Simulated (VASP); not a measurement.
# Al2Pt (P4/nmm) in VASP: single point with PBE

Aim: the single point of Al2Pt with PBE.

Everything below comes from runs of VASP 6.6.1. Logs are shortened: lines on timing, memory, paths and dates and some standing lists are left out, and cuts for length are marked.

## 1. The cell of the first run

The typed cell holds 6 atoms: a = 4.255 Å, b = 4.255 Å, c = 5.810 Å, α = 90.00°, β = 90.00°, γ = 90.00°.

## 2. Single point, PBE

Contents of INCAR:

```
SYSTEM = Al2Pt
  PREC = Accurate
  ENCUT = 520
  EDIFF = 1E-7
  ISMEAR = 0
  SIGMA = 0.1
  LREAL = .FALSE.
  LASPH = .TRUE.
  NELM = 60
  ALGO = Normal
  ISIF = 2
  LWAVE = .FALSE.
  LCHARG = .FALSE.
  GGA = PE
  NBANDS = 25
```

Contents of KPOINTS:

```
Automatic mesh
0
G
  4 4 4
  0 0 0
```

Contents of POSCAR:

```
Al2Pt
1.0
    4.2553901934      0.0000000000      0.0000000000
    0.0000000000      4.2553901934      0.0000000000
    0.0000000000      0.0000000000      5.8104120581
Al Pt
4 2
Direct
    0.5000000000      0.5000000000      0.0000000000
    0.0000000000      0.0000000000      0.5000000000
    0.5000000000      0.5000000000      0.5000000000
    0.0000000000      0.0000000000      0.0000000000
    0.5000000000      0.0000000000      0.7499286077
    0.0000000000      0.5000000000      0.2500713923
```

Potentials or basis: VASP PAW PBE potentials, release 64 (Al, Pt).

On the command line:

```
$ cat potpaw_PBE.64/Al/POTCAR potpaw_PBE.64/Pt/POTCAR > POTCAR
$ mpirun -np 1 vasp_std > vasp.out
```

OUTCAR:

```text
SYSTEM = Al2Pt
   PREC = Accurate
   ENCUT = 520
   EDIFF = 1E-7
   ISMEAR = 0
   LREAL = .FALSE.
   LASPH = .TRUE.
   NELM = 60
   ISIF = 2
   GGA = PE

 ion  position               nearest neighbor table
   1  0.500  0.500  0.000-   5 2.58   6 2.58   5 2.58   6 2.58   3 2.91   3 2.91   4 3.01   4 3.01
                             4 3.01   4 3.01
   2  0.000  0.000  0.500-   5 2.58   6 2.58   6 2.58   5 2.58   4 2.91   4 2.91   3 3.01   3 3.01
                             3 3.01   3 3.01
   3  0.500  0.500  0.500-   5 2.58   6 2.58   5 2.58   6 2.58   1 2.91   1 2.91   2 3.01   2 3.01
                             2 3.01   2 3.01
   4  0.000  0.000  0.000-   5 2.58   6 2.58   6 2.58   5 2.58   2 2.91   2 2.91   1 3.01   1 3.01
                             1 3.01   1 3.01
   5  0.500  0.000  0.750-   2 2.58   3 2.58   3 2.58   2 2.58   1 2.58   1 2.58   4 2.58   4 2.58

   6  0.000  0.500  0.250-   2 2.58   3 2.58   2 2.58   3 2.58   1 2.58   4 2.58   1 2.58   4 2.58

  LATTYP: Found a simple tetragonal cell.
 ALAT       =     4.2553901934
 C/A-ratio  =     1.3654240373

  Lattice vectors:

 A1 = (   4.2553901934,   0.0000000000,   0.0000000000)
 A2 = (   0.0000000000,   4.2553901934,   0.0000000000)
 A3 = (   0.0000000000,   0.0000000000,   5.8104120581)

Analysis of symmetry for initial positions (statically):
=====================================================================
 Subroutine PRICEL returns:
 Original cell was already a primitive cell.

 Routine SETGRP: Setting up the symmetry group for a
 simple tetragonal supercell.

 Subroutine GETGRP returns: Found 16 space group operations
 (whereof  8 operations were pure point group operations)
 out of a pool of 16 trial point group operations.

The static configuration has the point symmetry D_2d.
 The point group associated with its full space group is D_4h.

Analysis of symmetry for dynamics (positions and initial velocities):
=====================================================================
 Subroutine PRICEL returns:
 Original cell was already a primitive cell.

 Routine SETGRP: Setting up the symmetry group for a
 simple tetragonal supercell.

 Subroutine GETGRP returns: Found 16 space group operations
 (whereof  8 operations were pure point group operations)
 out of a pool of 16 trial point group operations.

The dynamic configuration has the point symmetry D_2d.
 The point group associated with its full space group is D_4h.

 Subroutine INISYM returns: Found 16 space group operations
 (whereof  8 operations are pure point group operations),
 and found     1 'primitive' translations

----------------------------------------------------------------------------------------

                                     Primitive cell

  volume of cell :     105.2170

  direct lattice vectors                    reciprocal lattice vectors
     4.255390193  0.000000000  0.000000000     0.234996077  0.000000000  0.000000000
     0.000000000  4.255390193  0.000000000     0.000000000  0.234996077  0.000000000
     0.000000000  0.000000000  5.810412058     0.000000000  0.000000000  0.172104834

  length of vectors
     4.255390193  4.255390193  5.810412058     0.234996077  0.234996077  0.172104834

  position of ions in fractional coordinates (direct lattice)
     0.500000000  0.500000000  0.000000000
     0.000000000  0.000000000  0.500000000
     0.500000000  0.500000000  0.500000000
     0.000000000  0.000000000  0.000000000
     0.500000000  0.000000000  0.749928608
     0.000000000  0.500000000  0.250071392

  ion indices of the primitive-cell ions
   primitive index   ion index
                 1           1
                 2           2
                 3           3
                 4           4
                 5           5
                 6           6

----------------------------------------------------------------------------------------

 KPOINTS: Automatic mesh

Automatic generation of k-mesh.
 Grid dimensions read from file:
 generate k-points for:    4    4    4

 Generating k-lattice:

  Cartesian coordinates                     Fractional coordinates (reciprocal lattice)
     0.058749019  0.000000000  0.000000000     0.250000000  0.000000000  0.000000000
     0.000000000  0.058749019  0.000000000     0.000000000  0.250000000  0.000000000
     0.000000000  0.000000000  0.043026208     0.000000000  0.000000000  0.250000000

  Length of vectors
     0.058749019  0.058749019  0.043026208

  Shift w.r.t. Gamma in fractional coordinates (k-lattice)
     0.000000000  0.000000000  0.000000000

 Subroutine IBZKPT returns following result:
 ===========================================

 Found     18 irreducible k-points:

 Following reciprocal coordinates:
            Coordinates               Weight
  0.000000  0.000000  0.000000      1.000000
  0.250000  0.000000  0.000000      4.000000
  0.500000  0.000000  0.000000      2.000000
  0.250000  0.250000  0.000000      4.000000
  0.500000  0.250000  0.000000      4.000000
  0.500000  0.500000  0.000000      1.000000
[... 10 lines left out ...]
  0.500000  0.250000  0.500000      4.000000
  0.500000  0.500000  0.500000      1.000000
   k-points           NKPTS =     18   k-points in BZ     NKDIM =     18   number of bands    NBANDS=     25
   number of dos      NEDOS =    301   number of ions     NIONS =      6
   total plane-waves  NPLWV =  49152
   dimension x,y,z NGX =    32 NGY =   32 NGZ =   48
   dimension x,y,z NGXF=    64 NGYF=   64 NGZF=   96
   ions per type =               4   2
   NGX,Y,Z   is equivalent  to a cutoff of  12.50, 12.50, 13.73 a.u.
   NGXF,Y,Z  is equivalent  to a cutoff of  25.00, 25.00, 27.47 a.u.
 SYSTEM =  Al2Pt
   PREC   = accura    normal or accurate (medium, high low for compatibility)
   ISTART =      0    job   : 0-new  1-cont  2-samecut
   ICHARG =      2    charge: 1-file 2-atom 10-const
   ISPIN  =      1    spin polarized calculation?
   LNONCOLLINEAR =      F non collinear calculations
   LSORBIT =      F    spin-orbit coupling
   LASPH  =      T    aspherical Exc in radial PAW
   ENCUT  =  520.0 eV  38.22 Ry    6.18 a.u.   7.91  7.91 10.80*2*pi/ulx,y,z
   NELM   =     60;   NELMIN=  2; NELMDL= -5     # of ELM steps
   EDIFF  = 0.1E-06   stopping-criterion for ELM
   LREAL  =      F    real-space projection
   EDIFFG = 0.1E-05   stopping-criterion for IOM
   NSW    =      0    number of steps for IOM
   IBRION =     -1    ionic relax: 0-MD 1-quasi-New 2-CG
   NFREE  =      0    steps in history (QN), initial steepest desc. (CG)
   ISIF   =      2    stress and relaxation
   ISYM   =      2    0-nonsym 1-usesym 2-fastsym
   POTIM  = 0.5000    time-step for ionic-motion
   TEBEG  =    0.0;   TEEND  =   0.0 temperature during run
   PSTRESS=    0.0 pullay stress
   NELECT =      32.0000    total number of electrons
   NUPDOWN=      -1.0000    fix difference up-down
   EMIN   =  10.00;   EMAX   =-10.00  energy-range for DOS
   EFERMI =   0.00;   METHOD = LEGACY
   ISMEAR =     0;   SIGMA  =   0.10  broadening in eV -4-tet -1-fermi 0-gaus
   EFERMI_NEDOS =   21; number of points for ismear=-14 and -15
   IALGO  =     38    algorithm
   IMIX   =      4    mixing-type and parameters
     AMIX     =   0.40;   BMIX     =  1.00
     AMIX_MAG =   1.60;   BMIX_MAG =  1.00
  volume/ion in A,a.u.               =      17.54       118.34
  Fermi-wavevector in a.u.,A,eV,Ry     =   1.100938  2.080471 16.491143  1.212065
  Thomas-Fermi vector in A             =   2.237357
   LORBIT       =      0    0 simple, 1 ext, 2 COOP (PROOUT), +10 PAW based schemes
   GGA     = PE    functional components
   LHFCALC =     F    Hartree Fock is set to
   AEXX    =    0.0000 exact exchange contribution
   IVDW    =     0    specifies the selected vdW correction
   LEPSILON=     F    determine dielectric tensor
   LRPA    =     F    only Hartree local field effects (RPA)
 non-spin polarized calculation
 Gauss-broadening in eV      SIGMA  =   0.10
  energy-cutoff  :      520.00
  volume of cell :      105.22
 maximum number of plane-waves:      2864
 NGX is ok and might be reduce to    32
   NGX = 15   NGY = 15   NGZ = 21

 number of electron      32.0000002 magnetization

 Free energy of the ion-electron system (eV)
  ---------------------------------------------------
  ext. energy  EPLUGINS =         0.00000000
  ---------------------------------------------------
  free energy    TOTEN  =       -32.51003376 eV

  energy without entropy =      -32.49139458  energy(sigma->0) =      -32.50071417

 E-fermi :   7.5644     XC(G=0): -10.6158

 val. band max:        7.5391795081   @ k =   0.2500   0.2500   0.0000
 cond. band min:       7.5888819649   @ k =   0.2500   0.2500   0.2500
 fundamental gap:      0.0497024568
 Fermi energy:         7.5643832822

 k-point     1 :       0.0000    0.0000    0.0000
  band No.  band energies     occupation
      1      -2.4188      2.00000
      2       1.5547      2.00000
      3       1.5765      2.00000
      4       2.1695      2.00000
      5       2.7090      2.00000
      6       2.7493      2.00000
[... 17 lines left out ...]
     24      13.1483      0.00000
     25      13.5981      0.00000

 k-point     2 :       0.2500    0.0000    0.0000
  band No.  band energies     occupation
      1      -1.8724      2.00000
      2       1.2307      2.00000
      3       2.0263      2.00000
      4       2.2015      2.00000
      5       2.4768      2.00000
      6       2.8618      2.00000
[... 17 lines left out ...]
     24      13.2880      0.00000
     25      13.8557      0.00000

 k-point     3 :       0.5000    0.0000    0.0000
  band No.  band energies     occupation
      1      -0.3793      2.00000
      2      -0.3793      2.00000
      3       2.0825      2.00000
      4       2.0825      2.00000
      5       2.8987      2.00000
      6       2.8987      2.00000
[... 17 lines left out ...]
     24      13.6344      0.00000
     25      14.4234      0.00000

 k-point     4 :       0.2500    0.2500    0.0000
  band No.  band energies     occupation
      1      -1.3223      2.00000
      2       1.6233      2.00000
      3       1.8959      2.00000
      4       2.2122      2.00000
      5       2.3426      2.00000
      6       2.7021      2.00000
[... 17 lines left out ...]
     24      13.7590      0.00000
     25      14.8553      0.00000

 k-point     5 :       0.5000    0.2500    0.0000
  band No.  band energies     occupation
      1       0.1807      2.00000
      2       0.1807      2.00000
      3       1.9027      2.00000
      4       1.9027      2.00000
      5       2.8318      2.00000
      6       2.8318      2.00000
[... 17 lines left out ...]
     24      13.9078      0.00000
     25      16.4572      0.00000

 k-point     6 :       0.5000    0.5000    0.0000
  band No.  band energies     occupation
      1       1.5038      2.00000
      2       1.5038      2.00000
      3       1.7617      2.00000
      4       1.7617      2.00000
      5       1.7631      2.00000
      6       1.7631      2.00000
[... 17 lines left out ...]
     24      15.7089      0.00000
     25      17.8541      0.00000
[... 225 lines left out ...]
 k-point    15 :       0.5000    0.0000    0.5000
  band No.  band energies     occupation
      1      -0.1141      2.00000
      2      -0.1141      2.00000
      3       1.6412      2.00000
      4       1.6412      2.00000
      5       3.0231      2.00000
      6       3.0231      2.00000
[... 17 lines left out ...]
     24      12.6868      0.00000
     25      13.1474      0.00000

 k-point    16 :       0.2500    0.2500    0.5000
  band No.  band energies     occupation
      1      -0.3152      2.00000
      2      -0.3145      2.00000
      3       1.9089      2.00000
      4       1.9096      2.00000
      5       2.9193      2.00000
      6       2.9194      2.00000
[... 17 lines left out ...]
     24      13.6787      0.00000
     25      14.6314      0.00000

 k-point    17 :       0.5000    0.2500    0.5000
  band No.  band energies     occupation
      1       0.4701      2.00000
      2       0.4701      2.00000
      3       1.6752      2.00000
      4       1.6752      2.00000
      5       2.8850      2.00000
      6       2.8850      2.00000
[... 17 lines left out ...]
     24      14.5663      0.00000
     25      14.6545      0.00000

 k-point    18 :       0.5000    0.5000    0.5000
  band No.  band energies     occupation
      1       1.7251      2.00000
      2       1.7251      2.00000
      3       1.7256      2.00000
      4       1.7256      2.00000
      5       2.3954      2.00000
      6       2.3954      2.00000
[... 17 lines left out ...]
     24      14.0517      0.00000
     25      14.3663      0.00000

------------------------ aborting loop because EDIFF is reached ----------------------------------------

  FORCE on cell =-STRESS in cart. coord.  units (eV):
  Direction    XX          YY          ZZ          XY          YZ          ZX
  --------------------------------------------------------------------------------------
  -------------------------------------------------------------------------------------
  Total       -0.1036270     -0.1036270     -0.0945710      0.0000000      0.0000000     -0.0000000
  in kB       -1.5779672     -1.5779672     -1.4400679      0.0000000      0.0000000     -0.0000000
  external PRESSURE =      -1.5320008 kB  Pullay stress =       0.0000000 kB

 VOLUME and BASIS-vectors are now :
 -----------------------------------------------------------------------------
  energy-cutoff  :      520.00
  volume of cell :      105.22
      direct lattice vectors                 reciprocal lattice vectors
     4.255390193  0.000000000  0.000000000     0.234996077  0.000000000  0.000000000
     0.000000000  4.255390193  0.000000000     0.000000000  0.234996077  0.000000000
     0.000000000  0.000000000  5.810412058     0.000000000  0.000000000  0.172104834

 POSITION                                       TOTAL-FORCE (eV/Angst)
 -----------------------------------------------------------------------------------
      2.12770      2.12770      0.00000         0.000000      0.000000     -0.000000
      0.00000      0.00000      2.90521         0.000000     -0.000000     -0.000000
      2.12770      2.12770      2.90521         0.000000     -0.000000     -0.000000
      0.00000      0.00000      0.00000         0.000000     -0.000000     -0.000000
      2.12770      0.00000      4.35739         0.000000      0.000000      0.005249
      0.00000      2.12770      1.45302        -0.000000      0.000000     -0.005249
 -----------------------------------------------------------------------------------
    total drift:                                0.000000      0.000000      0.000000

  FREE ENERGIE OF THE ION-ELECTRON SYSTEM (eV)
  ---------------------------------------------------
  free  energy   TOTEN  =       -32.5100337587 eV

  energy  without entropy=      -32.4913945839  energy(sigma->0) =      -32.50071417
```

Wall time 26 s (1 thread of Intel Xeon Platinum 8488C (Sapphire Rapids), shared host); peak memory 0.23 GiB.

What came out:

```yaml
Free_energy: -32.5100 eV
Pressure: -0.2 GPa
Largest_force: 0.005 eV/Å
Band_gap_on_the_k_mesh: zero (band 16 reaches 10.44 eV, above the bottom of band 17 at 6.31 eV)
```

Forces in eV/Å, atoms in the order of the input:
```
Al   0.000  0.000  0.000
Al   0.000  0.000  0.000
Al   0.000  0.000  0.000
Al   0.000  0.000  0.000
Pt   0.000  0.000  0.005
Pt   0.000  0.000 -0.005
```

Levels at points of the mesh, in eV from the Fermi level:
| k point | band 14 | band 15 | band 16 | band 17 | band 18 | band 19 |
| --- | --- | --- | --- | --- | --- | --- |
| (0.00, 0.00, 0.00) | -1.59 | -1.59 | 2.88 | 2.93 | 3.33 | 3.84 |
| (0.50, 0.00, 0.00) | -2.13 | -1.00 | -1.00 | 1.27 | 1.27 | 3.59 |
| (0.50, 0.50, 0.00) | -2.99 | -1.52 | -1.52 | -1.26 | -1.26 | 3.25 |
| (0.00, 0.00, 0.50) | 0.38 | 0.56 | 0.56 | 0.56 | 0.56 | 2.85 |
| (0.50, 0.00, 0.50) | -3.26 | 1.00 | 1.00 | 1.23 | 1.23 | 3.87 |
| (0.50, 0.50, 0.50) | -2.64 | -2.63 | -2.63 | -0.69 | -0.69 | 5.38 |

Caveat: the k points lie up to 0.37 Å⁻¹ apart; spin-orbit coupling is left out, which moves the levels of the heavy elements.
